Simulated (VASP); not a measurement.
Set up this calculation in VASP 6.6.1, as the native input.

```yaml
Task: density of states
Functional: PBE
Potentials_or_basis: VASP PAW PBE potentials, release 64 (Ir, Au)
Cutoff: 520 eV
k_mesh: 18 × 18 × 6
Occupations: gaussian, width 0.1 eV
Spin: no spin polarisation
Dipole_correction: no
k_mesh_for_the_DOS: 27 × 27 × 9
Occupations_for_the_DOS: tetrahedron
Further_INCAR_settings: ALGO = Fast; EDIFF = 1e-06; NBANDS = 28
```

The system is IrAu.

```
Ir Au
1.0
     2.81764    0.00000    0.00000
    -1.40882    2.44015    0.00000
     0.00000    0.00000    9.35113
Ir Au
2 2
Direct
  0.33333 0.66667 0.25000
  0.66667 0.33333 0.75000
  0.00000 0.00000 0.00000
  0.00000 0.00000 0.50000
```

The input as run:

POSCAR

```
IrAu
1.0
    2.8176371802      0.0000000000      0.0000000000
   -1.4088185901      2.4401453767      0.0000000000
    0.0000000000      0.0000000000      9.3511289139
Ir Au
2 2
Direct
    0.3333333333      0.6666666667      0.2500000000
    0.6666666667      0.3333333333      0.7500000000
    0.0000000000      0.0000000000      0.0000000000
    0.0000000000      0.0000000000      0.5000000000
```

INCAR.step1

```
  PREC = Accurate
  ENCUT = 520
  EDIFF = 1E-6
  ISMEAR = 0
  SIGMA = 0.1
  LREAL = False
  LASPH = True
  NELM = 80
  ALGO = Fast
  ISIF = 2
  LWAVE = False
  LCHARG = True
  LMAXMIX = 4
  GGA = PE
  NBANDS = 28
```

KPOINTS.step1

```
Automatic mesh
0
Gamma
  18 18 6
```

INCAR.step2

```
  PREC = Accurate
  ENCUT = 520
  EDIFF = 1E-6
  ISMEAR = -5
  SIGMA = 0.1
  LREAL = False
  LASPH = True
  NELM = 80
  ALGO = Fast
  ISIF = 2
  LWAVE = False
  LCHARG = False
  LMAXMIX = 4
  GGA = PE
  LORBIT = 11
  NBANDS = 28
  NEDOS = 2001
  ICHARG = 11
```

KPOINTS.step2

```
Automatic mesh
0
Gamma
  27 27 9
```

Potentials or basis: VASP PAW PBE potentials, release 64 (Ir, Au).

The run is started by

```bash
$ cat potpaw_PBE.64/Ir/POTCAR potpaw_PBE.64/Au/POTCAR > POTCAR
$ cp INCAR.step1 INCAR
$ cp KPOINTS.step1 KPOINTS
$ mpirun -np 1 vasp_std > vasp.out
$ cp INCAR.step2 INCAR
$ cp KPOINTS.step2 KPOINTS
$ mpirun -np 1 vasp_std > vasp.out
```

It gave:

The valence electrons inside the program's atomic spheres are Ir 8.04; Au 9.72.

Caveat: spin-orbit coupling is left out, which moves the levels of the heavy elements.

Run time: 7.8 min on 1 thread of Intel Xeon 6975P-C, on a shared host, peak memory 0.66 GiB.
